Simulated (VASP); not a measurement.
# MgCdSe (Cmmm) in VASP: a series of runs

Runs on MgCdSe. Level: PBE. Tasks: single point, relaxation of cell and atoms.

Program: VASP 6.6.1. These are calculated values, not measurements. Logs are shortened: lines on timing, memory, paths and dates and some standing lists are left out, and cuts for length are marked.

**1. The cell of the first run**

Symmetry: Cmmm, No. 65, orthorhombic system. Conventional cell: a = 4.304 Å, b = 8.096 Å, c = 4.483 Å, α = 90.00°, β = 90.00°, γ = 90.00°. Mg (site symmetry mmm) has 2 Se at 2.15 Å and 2 Cd at 2.24 Å within 2.8 Å. Cd (site symmetry mmm) has 2 Mg at 2.24 Å within 3.0 Å. Se (site symmetry mmm) has 2 Mg at 2.15 Å within 2.8 Å.

**2. Single point, PBE**

Input file INCAR:

```
ALGO = Normal
EDIFF = 1E-6
ENCUT = 520
GGA = PE
ISIF = 2
ISMEAR = 0
LASPH = T
LCHARG = F
LREAL = F
LWAVE = F
NBANDS = 17
NELM = 80
PREC = Accurate
SIGMA = 0.1
```

Input file KPOINTS:

```
k-points
0
Gamma
  4 4 4
```

Input file POSCAR:

```
MgCdSe
1.0
    2.1521695400     -4.0478986500      0.0000000000
    2.1521695400      4.0478986500      0.0000000000
    0.0000000000      0.0000000000      4.4832332100
Mg Cd Se
1 1 1
Direct
    0.0000000000      0.0000000000      0.0000000000
    0.0000000000      0.0000000000      0.5000000000
    0.5000000000      0.5000000000      0.0000000000
```

Potentials or basis: VASP PAW PBE potentials, release 64 (Mg, Cd, Se).

Launch:

```
> cat potpaw_PBE.64/Mg/POTCAR potpaw_PBE.64/Cd/POTCAR potpaw_PBE.64/Se/POTCAR > POTCAR
> mpirun -np 1 vasp_std > vasp.out
```

OUTCAR:

```text
EDIFF = 1E-6
   ENCUT = 520
   GGA = PE
   ISIF = 2
   ISMEAR = 0
   LASPH = T
   LREAL = F
   NELM = 80
   PREC = Accurate

 ion  position               nearest neighbor table
   1  0.000  0.000  0.000-   3 2.15   3 2.15   2 2.24   2 2.24
   2  0.000  0.000  0.500-   1 2.24   1 2.24   3 3.11   3 3.11   3 3.11   3 3.11
   3  0.500  0.500  0.000-   1 2.15   1 2.15   2 3.11   2 3.11   2 3.11   2 3.11

  LATTYP: Found a base centered orthorhombic cell.
 ALAT       =     4.3043390800
 B/A-ratio  =     1.8808456187
 C/A-ratio  =     1.0415613470

  Lattice vectors:

 A1 = (   2.1521695400,  -4.0478986500,   0.0000000000)
 A2 = (   2.1521695400,   4.0478986500,   0.0000000000)
 A3 = (   0.0000000000,   0.0000000000,   4.4832332100)

Analysis of symmetry for initial positions (statically):
=====================================================================
 Subroutine PRICEL returns:
 Original cell was already a primitive cell.

 Routine SETGRP: Setting up the symmetry group for a
 base centered orthorhombic supercell.

 Subroutine GETGRP returns: Found  8 space group operations
 (whereof  8 operations were pure point group operations)
 out of a pool of  8 trial point group operations.

The static configuration has the point symmetry D_2h.

Analysis of symmetry for dynamics (positions and initial velocities):
=====================================================================
 Subroutine PRICEL returns:
 Original cell was already a primitive cell.

 Routine SETGRP: Setting up the symmetry group for a
 base centered orthorhombic supercell.

 Subroutine GETGRP returns: Found  8 space group operations
 (whereof  8 operations were pure point group operations)
 out of a pool of  8 trial point group operations.

The dynamic configuration has the point symmetry D_2h.

 Subroutine INISYM returns: Found  8 space group operations
 (whereof  8 operations are pure point group operations),
 and found     1 'primitive' translations

[... 84 lines left out ...]
   ISTART =      0    job   : 0-new  1-cont  2-samecut
   ICHARG =      2    charge: 1-file 2-atom 10-const
   ISPIN  =      1    spin polarized calculation?
   LNONCOLLINEAR =      F non collinear calculations
   LSORBIT =      F    spin-orbit coupling
   LASPH  =      T    aspherical Exc in radial PAW
   ENCUT  =  520.0 eV  38.22 Ry    6.18 a.u.   8.52  8.52  8.34*2*pi/ulx,y,z
   NELM   =     80;   NELMIN=  2; NELMDL= -5     # of ELM steps
   EDIFF  = 0.1E-05   stopping-criterion for ELM
   LREAL  =      F    real-space projection
   EDIFFG = 0.1E-04   stopping-criterion for IOM
   NSW    =      0    number of steps for IOM
   IBRION =     -1    ionic relax: 0-MD 1-quasi-New 2-CG
   NFREE  =      0    steps in history (QN), initial steepest desc. (CG)
   ISIF   =      2    stress and relaxation
   ISYM   =      2    0-nonsym 1-usesym 2-fastsym
   POTIM  = 0.5000    time-step for ionic-motion
   TEBEG  =    0.0;   TEEND  =   0.0 temperature during run
   PSTRESS=    0.0 pullay stress
   NELECT =      20.0000    total number of electrons
   NUPDOWN=      -1.0000    fix difference up-down
   EMIN   =  10.00;   EMAX   =-10.00  energy-range for DOS
   EFERMI =   0.00;   METHOD = LEGACY
   ISMEAR =     0;   SIGMA  =   0.10  broadening in eV -4-tet -1-fermi 0-gaus
   EFERMI_NEDOS =   21; number of points for ismear=-14 and -15
   IALGO  =     38    algorithm
   IMIX   =      4    mixing-type and parameters
     AMIX     =   0.40;   BMIX     =  1.00
     AMIX_MAG =   1.60;   BMIX_MAG =  1.00
  volume/ion in A,a.u.               =      26.04       175.71
  Fermi-wavevector in a.u.,A,eV,Ry     =   1.039543  1.964451 14.703124  1.080649
  Thomas-Fermi vector in A             =   2.174078
   LORBIT       =      0    0 simple, 1 ext, 2 COOP (PROOUT), +10 PAW based schemes
   GGA     = PE    functional components
   LHFCALC =     F    Hartree Fock is set to
   AEXX    =    0.0000 exact exchange contribution
   IVDW    =     0    specifies the selected vdW correction
   LEPSILON=     F    determine dielectric tensor
   LRPA    =     F    only Hartree local field effects (RPA)
 non-spin polarized calculation
 Gauss-broadening in eV      SIGMA  =   0.10
  energy-cutoff  :      520.00
  volume of cell :       78.11
 maximum number of plane-waves:      2120
 NGX is ok and might be reduce to    36
   NGX = 17   NGY = 17   NGZ = 17

 number of electron      20.0000004 magnetization

 Free energy of the ion-electron system (eV)
  ---------------------------------------------------
  ext. energy  EPLUGINS =         0.00000000
  ---------------------------------------------------
  free energy    TOTEN  =        -2.88827793 eV

  energy without entropy =       -2.88519773  energy(sigma->0) =       -2.88673783

 E-fermi :   2.4346     XC(G=0):  -8.5844

 val. band max:        2.3895262212   @ k =   0.5000   0.0000   0.0000
 cond. band min:       2.4679083268   @ k =   0.5000   0.5000   0.5000
 fundamental gap:      0.0783821056
 Fermi energy:         2.4345831914

 k-point     1 :       0.0000    0.0000    0.0000
  band No.  band energies     occupation
      1     -11.6104      2.00000
      2      -7.7404      2.00000
      3      -7.2918      2.00000
      4      -7.2479      2.00000
      5      -6.7425      2.00000
      6      -6.7379      2.00000
[... 397 lines left out ...]
      4      -7.3586      2.00000
      5      -6.8219      2.00000
      6      -6.6966      2.00000
[... 9 lines left out ...]
     16      11.4178      0.00000
     17      11.6872      0.00000

------------------------ aborting loop because EDIFF is reached ----------------------------------------

  FORCE on cell =-STRESS in cart. coord.  units (eV):
  Direction    XX          YY          ZZ          XY          YZ          ZX
  --------------------------------------------------------------------------------------
  -------------------------------------------------------------------------------------
  Total       18.3474291     -0.7282923     21.0450174     -0.0000000      0.0000000      0.0000000
  in kB      376.3209220    -14.9378768    431.6506856     -0.0000000      0.0000000      0.0000000
  external PRESSURE =     264.3445769 kB  Pullay stress =       0.0000000 kB

 VOLUME and BASIS-vectors are now :
 -----------------------------------------------------------------------------
  energy-cutoff  :      520.00
  volume of cell :       78.11
      direct lattice vectors                 reciprocal lattice vectors
     2.152169540 -4.047898650  0.000000000     0.232323704 -0.123520879  0.000000000
     2.152169540  4.047898650  0.000000000     0.232323704  0.123520879  0.000000000
     0.000000000  0.000000000  4.483233210     0.000000000  0.000000000  0.223053308

 POSITION                                       TOTAL-FORCE (eV/Angst)
 -----------------------------------------------------------------------------------
      0.00000      0.00000      0.00000         0.000000     -0.000000      0.000000
      0.00000      0.00000      2.24162         0.000000     -0.000000      0.000000
      2.15217      0.00000      0.00000        -0.000000      0.000000      0.000000
 -----------------------------------------------------------------------------------
    total drift:                                0.000000      0.000000      0.000000

  FREE ENERGIE OF THE ION-ELECTRON SYSTEM (eV)
  ---------------------------------------------------
  free  energy   TOTEN  =        -2.8882779299 eV

  energy  without entropy=       -2.8851977278  energy(sigma->0) =       -2.88673783
```

OSZICAR:

```text
N       E                     dE             d eps       ncg     rms          rms(c)
DAV:   1     0.113013024932E+03    0.11301E+03   -0.92504E+03   722   0.101E+03
DAV:   2     0.119180012180E+01   -0.11182E+03   -0.10720E+03   873   0.240E+02
DAV:   3    -0.364055640326E+01   -0.48324E+01   -0.48191E+01   831   0.502E+01
DAV:   4    -0.366979229328E+01   -0.29236E-01   -0.29232E-01   899   0.392E+00
DAV:   5    -0.367002222706E+01   -0.22993E-03   -0.22993E-03   840   0.321E-01    0.533E+00
DAV:   6    -0.296331732664E+01    0.70670E+00   -0.12186E+00   835   0.894E+00    0.357E+00
DAV:   7    -0.289198781976E+01    0.71330E-01   -0.37077E-01   811   0.298E+00    0.156E+00
DAV:   8    -0.288834289420E+01    0.36449E-02   -0.28427E-02   839   0.144E+00    0.332E-01
DAV:   9    -0.288821914463E+01    0.12375E-03   -0.40447E-03   763   0.630E-01    0.104E-01
DAV:  10    -0.288822038887E+01   -0.12442E-05   -0.39726E-04   795   0.183E-01    0.594E-02
DAV:  11    -0.288828111466E+01   -0.60726E-04   -0.16284E-04   762   0.785E-02    0.147E-02
DAV:  12    -0.288827749410E+01    0.36206E-05   -0.11873E-05   830   0.265E-02    0.737E-03
DAV:  13    -0.288827792989E+01   -0.43579E-06   -0.26353E-06   780   0.870E-03
   1 F= -.28882779E+01 E0= -.28867378E+01  d E =-.308020E-02
```

stdout:

```text
POSCAR found type information on POSCAR MgCdSe
 POSCAR found :  3 types and       3 ions
 scaLAPACK will be used
 LDA part: xc-table for (Slater+PW92), standard interpolation
 POSCAR, INCAR and KPOINTS ok, starting setup
 FFT: planning ... GRIDC
 FFT: planning ... GRID_SOFT
 FFT: planning ... GRID
 WAVECAR not read
 entering main loop
```

Run time: 12 s. Hardware: 1 thread of Intel Xeon 6975P-C (Granite Rapids), shared host; peak memory 0.21 GiB.

What came out:

```yaml
Free_energy: -2.8883 eV
Pressure: 26.4 GPa
Band_gap_on_the_k_mesh: zero (band 10 reaches 2.52 eV, above the bottom of band 11 at 2.39 eV)
```

Stress tensor (GPa, compression positive):
```
37.63  0.00  0.00
 0.00 -1.49  0.00
 0.00  0.00 43.17
```

Levels at points of the mesh, in eV from the Fermi level:
```
           k point  band 6  band 7  band 8  band 9  band 10  band 11  band 12  band 13  band 14  band 15
(0.00, 0.00, 0.00)   -9.17   -4.33   -3.86   -3.52    -2.45     3.03     3.35     4.27     4.73     5.22
(0.50, 0.00, 0.00)   -9.14   -6.68   -2.79   -2.16    -0.27    -0.05     0.88     2.32     6.55     7.54
(0.50, 0.50, 0.00)   -9.14   -4.54   -4.48   -3.22    -3.10     2.11     4.07     4.28     5.51     5.84
(0.00, 0.00, 0.50)   -9.17   -6.09   -3.63   -2.16    -0.42     1.02     3.20     3.75     4.64     5.60
(0.50, 0.00, 0.50)   -9.13   -6.25   -4.17   -3.51    -2.71     2.22     2.24     3.68     5.26     6.60
(0.50, 0.50, 0.50)   -9.13   -5.37   -3.81   -3.73    -0.17     0.03     1.04     2.54     5.85     8.30
```

Caveat: the k points lie up to 0.41 Å⁻¹ apart.

**3. Relaxation of cell and atoms, PBE**

Input file INCAR:

```
  ALGO = Normal
  EDIFF = 1E-6
  EDIFFG = -0.04
  ENCUT = 600
  GGA = PE
  IBRION = 2
  ISIF = 3
  ISMEAR = 0
  LASPH = T
  LCHARG = F
  LREAL = F
  LWAVE = F
  NELM = 100
  NSW = 90
  PREC = Accurate
  SIGMA = 0.1
```

KPOINTS is that of step 2.

POSCAR is that of step 2.

Potentials or basis: VASP PAW PBE potentials, release 64 (Mg, Cd, Se).

Launch:

```
> cat potpaw_PBE.64/Mg/POTCAR potpaw_PBE.64/Cd/POTCAR potpaw_PBE.64/Se/POTCAR > POTCAR
> mpirun -np 1 vasp_std > vasp.out
```

Run time: 3.2 min. Hardware: 1 thread of Intel Xeon 6975P-C (Granite Rapids), shared host; peak memory 0.26 GiB.

Results (log left out):

```yaml
Free_energy: -7.1057 eV
Relaxed_volume: 29.24 Å³/atom
Relaxed_cell: a = 3.712 Å, b = 3.712 Å, c = 6.365 Å, α = 90.00°, β = 90.00°, γ = 90.03°
Space_group_after_relaxing_to_0.05_Å: P4/mmm (No. 123)
Energy_gained_by_relaxing: 1405.7 meV/atom
Ionic_steps: 21
Pressure_after_relaxing: 0.1 GPa
Band_gap_on_the_k_mesh: 0.21 eV, indirect (least direct gap 0.26 eV)
```

Stress tensor (GPa, compression positive):
```
0.11 0.00 0.00
0.00 0.20 0.00
0.00 0.00 0.04
```

The path:
```csv
step,energy change (eV),largest force (eV/Å),pressure (GPa),volume (Å³)
1,0.0000,0.0000,26.40,78.11
2,-2.7768,0.0000,-3.98,133.72
3,-3.1186,0.0000,-0.44,111.06
4,-3.1216,0.0000,-1.20,113.88
5,-3.1227,0.0000,-0.96,113.00
6,-3.3065,0.0000,-0.47,110.83
7,-3.3446,0.0000,0.42,108.84
8,-3.4565,0.0000,-0.65,109.22
9,-3.7944,0.0000,-2.46,108.09
10,-2.6338,0.0000,6.51,94.43
11,-3.8669,0.0000,-2.57,107.46
12,-4.0501,0.0000,-1.38,102.60
13,-4.0178,0.0000,-2.40,105.43
14,-4.0478,0.0000,-2.20,104.63
15,-4.0540,0.0000,1.12,94.72
16,-4.1051,0.0000,-0.75,99.21
17,-4.1635,0.0000,-0.56,95.92
18,-4.2086,0.0000,-0.31,90.92
19,-4.2132,0.0000,-0.14,88.83
20,-4.2170,0.0000,0.06,87.92
21,-4.2171,0.0000,0.12,87.72
```

Final structure:
```
CELL_PARAMETERS angstrom
2.62428 -2.62583 0.00000
2.62428 2.62583 0.00000
0.00000 0.00000 6.36495
ATOMIC_POSITIONS crystal
Mg 0.00000 0.00000 0.00000
Cd 0.00000 0.00000 0.50000
Se 0.50000 0.50000 0.00000
```

Levels at points of the mesh, in eV from the valence-band top:
```csv
k point,band 8,band 9,band 10,band 11,band 12,band 13
"(0.00, 0.00, 0.00)",-2.88,-1.18,-1.17,2.56,3.47,4.83
"(0.50, 0.00, 0.00)",-1.48,-1.10,-0.68,0.89,1.09,5.14
"(0.50, 0.50, 0.00)",-3.82,-0.76,-0.75,2.83,2.83,2.92
"(0.00, 0.00, 0.50)",-1.15,-1.15,-0.51,0.21,4.65,4.86
"(0.50, 0.00, 0.50)",-1.95,-1.95,-0.68,2.20,3.16,4.60
"(0.50, 0.50, 0.50)",-3.75,-0.80,0.00,0.26,2.04,2.05
```

A k mesh can miss the band edges.
